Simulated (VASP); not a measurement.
Write the native input for VASP 6.6.1 that does the following.

```
Task                   : single point
Functional             : r2SCAN
Potentials or basis    : VASP PAW PBE potentials, release 64 (Te, Pt)
Cutoff                 : 520 eV
k mesh                 : 7 × 7 × 7
Occupations            : methfessel-paxton, width 0.1 eV
Spin                   : no spin polarisation
Dipole correction      : no
Further INCAR settings : ALGO = Normal; EDIFF = 1e-06; NBANDS = 24
```

TePt:

```
Te Pt
1.0
     1.97522    1.14039    6.70390
    -1.97522    1.14039    6.70390
     0.00000   -2.28079    6.70390
Te Pt
2 2
Direct
  0.59855 0.59855 0.59855
  0.40145 0.40145 0.40145
  0.87042 0.87042 0.87042
  0.12958 0.12958 0.12958
```

One way to write it, as run:

POSCAR

```
TePt
1.0
    1.9752210541      1.1403944089      6.7038971749
   -1.9752210541      1.1403944089      6.7038971749
    0.0000000000     -2.2807888129      6.7038971757
Te Pt
2 2
Direct
    0.5985481676      0.5985481676      0.5985481676
    0.4014518324      0.4014518324      0.4014518324
    0.8704162202      0.8704162202      0.8704162202
    0.1295837798      0.1295837798      0.1295837798
```

INCAR.step1

```
SYSTEM = TePt
PREC = Accurate ; ENCUT = 520
ISMEAR = 1 ; SIGMA = 0.1
LREAL = .False. ; LASPH = .True.
NELM = 60 ; NBANDS = 24
GGA = PE ; ALGO = Normal
EDIFF = 1E-4 ; LWAVE = .True.
LCHARG = .False.
```

INCAR.step2

```
SYSTEM = TePt
PREC = Accurate ; ENCUT = 520
EDIFF = 1E-6 ; ISMEAR = 1
SIGMA = 0.1 ; LREAL = .False.
LASPH = .True. ; NELM = 60
ALGO = Normal ; ISIF = 2
LWAVE = .False. ; LCHARG = .True.
METAGGA = R2SCAN ; LMIXTAU = .True.
LELF = .True. ; LVHAR = .True.
NBANDS = 24 ; ISTART = 1
```

KPOINTS

```
regular mesh
0
Gamma
  7 7 7
  0 0 0
```

Potentials or basis: VASP PAW PBE potentials, release 64 (Te, Pt).

The run is started by

```sh
$ cat potpaw_PBE.64/Te/POTCAR potpaw_PBE.64/Pt/POTCAR > POTCAR
$ cp INCAR.step1 INCAR
$ mpirun -np 1 vasp_std > vasp.out
$ cp INCAR.step2 INCAR
$ mpirun -np 1 vasp_std > vasp.out
```

Results of the run:

| Quantity | Value |
| --- | --- |
| Pressure | 2.3 GPa |
| Largest force | 0.035 eV/Å |
| Band gap on the k mesh | zero (band 16 reaches 9.68 eV, above the bottom of band 17 at 7.22 eV) |

Caveat: the PAW data sets were made with another functional, which shifts forces and pressure a little; spin-orbit coupling is left out, which moves the levels of the heavy elements.

It took 37 min on 1 thread of AMD EPYC 7R43 64-Core Processor (Zen 3), with other jobs on the host, peak memory 0.4 GiB.
